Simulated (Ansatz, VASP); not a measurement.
## One calculation of BN, two programs

```
B N
1.0
     0.00000    1.78912    1.80483
     1.78912    0.00000    1.80483
     1.78912    1.78912    0.00000
B N
1 1
Cartesian
  0.0000 0.0000 0.0000
  0.8946 0.8946 0.9024
```

Change from the starting cell: biaxial_xy strain -0.9%.

Alike in both runs: task single point; functional r2SCAN; k mesh 12 × 12 × 12; no spin polarisation.

|  | VASP | Ansatz |
| --- | --- | --- |
| version | VASP 6.6.1 | Ansatz 0.2.0 |
| potentials or method | VASP PAW PBE potentials, release 64 (B, N) | plane waves, PAW |
| plane-wave cutoff (eV) | 520 | 500 |
| occupations | gaussian, width 0.01 eV | fixed |
| valence electrons in the cell | 8 | 8 |

```csv
,VASP,Ansatz,Ansatz less VASP
gap on the k mesh at the Fermi level (eV),4.92,4.94,+0.023
pressure (GPa),8.3,7.1,-1.19
"traceless stress, the component that is largest in VASP (GPa)",-3.88,-3.89,-0.010
```

VASP's potentials were made for PBE, not for r2SCAN.
